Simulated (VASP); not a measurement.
A run of VASP 6.6.1:

File INCAR:

```
  PREC = Accurate
  ENCUT = 600
  EDIFF = 1E-6
  ISMEAR = 0
  SIGMA = 0.2
  LREAL = False
  LASPH = True
  NELM = 100
  ALGO = Normal
  ISIF = 3
  LWAVE = False
  LCHARG = False
  GGA = PE
  IBRION = 2
  NSW = 36
  EDIFFG = -0.08
```

The input KPOINTS:

```
regular mesh
0
Gamma
  5 5 5
```

File POSCAR:

```
Hf4O3
1.0
   -2.2905604400      2.2905604400      4.5053005800
    2.2905604400     -2.2905604400      4.5053005800
    2.2905604400      2.2905604400     -4.5053005800
Hf O
4 3
Direct
    0.0000000000      0.5000000000      0.5000000000
    0.7461220000      0.7461220000      0.0000000000
    0.2538780000      0.2538780000      0.0000000000
    0.5000000000      0.0000000000      0.5000000000
    0.2500000000      0.7500000000      0.5000000000
    0.7500000000      0.2500000000      0.5000000000
    0.0000000000      0.0000000000      0.0000000000
```

Potentials or basis: VASP PAW PBE potentials, release 64 (Hf_pv, O).

Launch:

```console
$ cat potpaw_PBE.64/Hf_pv/POTCAR potpaw_PBE.64/O/POTCAR > POTCAR
$ mpirun -np 1 vasp_std > vasp.out
```

Hardware: 1 thread of Intel Xeon 8259CL, with other jobs on the host.

Question: How long does it take, and how much memory?

Answer: Wall time 13 min on 1 thread of Intel Xeon 8259CL, with other jobs on the host, peak memory 0.37 GiB. Counts: scf iterations 55, k points 18, ion steps 7.
